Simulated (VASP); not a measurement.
Set up this calculation in VASP 6.6.1, as the native input.

- Task: single point
- Functional: HSE06
- Potentials or basis: VASP PAW PBE potentials, release 64 (Na_pv, H)
- Cutoff: 520 eV
- k mesh: 6 × 6 × 6
- Occupations: gaussian, width 0.01 eV
- Spin: no spin polarisation
- Dipole correction: no
- Grid for exact exchange (PRECFOCK): Normal
- Further INCAR settings: ALGO = Normal; EDIFF = 1e-06; NBANDS = 11
- Screening parameter: 0.2079 1/Å

The system is NaH.

```xyz
2
Lattice="2.9602 0.0279 0.0279 0.0279 2.9602 0.0279 0.0279 0.0279 2.9602" Properties=species:S:1:pos:R:3 pbc="T T T"
Na    0.0000    0.0000    0.0000
H     1.5080    1.5080    1.5080
```

This cell differs from its parent crystal: strain along [111] +2.9%.

One way to write it, as run:

POSCAR

```
NaH
1.0
    2.9602489229      0.0278577165      0.0278577165
    0.0278577165      2.9602489229      0.0278577165
    0.0278577165      0.0278577165      2.9602489229
Na H
1 1
Direct
    0.0000000000      0.0000000000      0.0000000000
    0.5000000000      0.5000000000      0.5000000000
```

INCAR.step1

```
SYSTEM = NaH
ALGO = Normal ; EDIFF = 1E-5
ENCUT = 520 ; GGA = PE
ISIF = 2 ; ISMEAR = 0
LASPH = .TRUE. ; LCHARG = .FALSE.
LREAL = .FALSE. ; LWAVE = .TRUE.
NBANDS = 11 ; NELM = 60
PREC = Accurate ; SIGMA = 0.01
```

INCAR.step2

```
SYSTEM = NaH
ALGO = Normal ; EDIFF = 1E-6
ENCUT = 520 ; GGA = PE
HFSCREEN = 0.2079 ; ISIF = 2
ISMEAR = 0 ; ISTART = 1
LASPH = .TRUE. ; LCHARG = .FALSE.
LHFCALC = .TRUE. ; LREAL = .FALSE.
LWAVE = .FALSE. ; NBANDS = 11
NELM = 60 ; PREC = Accurate
PRECFOCK = Normal ; SIGMA = 0.01
```

KPOINTS

```
k-points
0
G
  6 6 6
  0 0 0
```

Potentials or basis: VASP PAW PBE potentials, release 64 (Na_pv, H).

Launch:

```sh
$ cat potpaw_PBE.64/Na_pv/POTCAR potpaw_PBE.64/H/POTCAR > POTCAR
$ cp INCAR.step1 INCAR
$ mpirun -np 1 vasp_std > vasp.out
$ cp INCAR.step2 INCAR
$ mpirun -np 1 vasp_std > vasp.out
```

Results of the run:

```
Pressure               : -0.4 GPa
Band gap on the k mesh : 1.88 eV, indirect (least direct gap 5.62 eV)
```

Caveat: the cell differs from its parent crystal (strain along [111] +2.9%); the PAW data sets were made with another functional, which shifts forces and pressure a little.

Wall time 6.5 min on 1 thread of Intel(R) Xeon(R) Platinum 8488C (Sapphire Rapids), on a shared host, peak memory 0.24 GiB.
